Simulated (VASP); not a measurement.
Here is a VASP 6.6.1 calculation.

File INCAR:

```
SYSTEM = Fe
  ALGO = Normal
  EDIFF = 1E-7
  ENCUT = 520
  GGA = PE
  ISIF = 2
  ISMEAR = -1
  ISPIN = 2
  LASPH = .True.
  LCHARG = .False.
  LDAU = .True.
  LDAUJ = 0
  LDAUL = 2
  LDAUPRINT = 1
  LDAUTYPE = 2
  LDAUU = 5.3
  LMAXMIX = 4
  LORBIT = 11
  LREAL = .False.
  LWAVE = .False.
  MAGMOM = 2.45
  NBANDS = 14
  NELM = 150
  NUPDOWN = 2.45
  PREC = Accurate
  SIGMA = 0.05
```

File KPOINTS:

```
k-points
0
Gamma
  12 12 12
  0 0 0
```

The input POSCAR:

```
Fe
1.0
   -1.4304000000      1.4304000000      1.4304000000
    1.4304000000     -1.4304000000      1.4304000000
    1.4304000000      1.4304000000     -1.4304000000
Fe
1
Direct
    0.0000000000      0.0000000000      0.0000000000
```

Potentials or basis: VASP PAW PBE potentials, release 64 (Fe).

Launch:

```bash
$ cat potpaw_PBE.64/Fe/POTCAR > POTCAR
$ mpirun -np 1 vasp_std > vasp.out
```

Problem. What does it give for the pressure?

Solution. 6.3 GPa.

Eigenvalues of the final occupation matrices:
| site | spin | trace | eigenvalues |
| --- | --- | --- | --- |
| site 1 d | 1 | 4.62 | 0.92 0.92 0.92 0.93 0.93 |
| site 1 d | 2 | 1.75 | 0.16 0.16 0.47 0.47 0.47 |

Caveat: the total moment is fixed, so each spin has its own Fermi level; the U is typed as a test and isn't derived for this compound. The state reached can hang on the start; a lower one may exist.
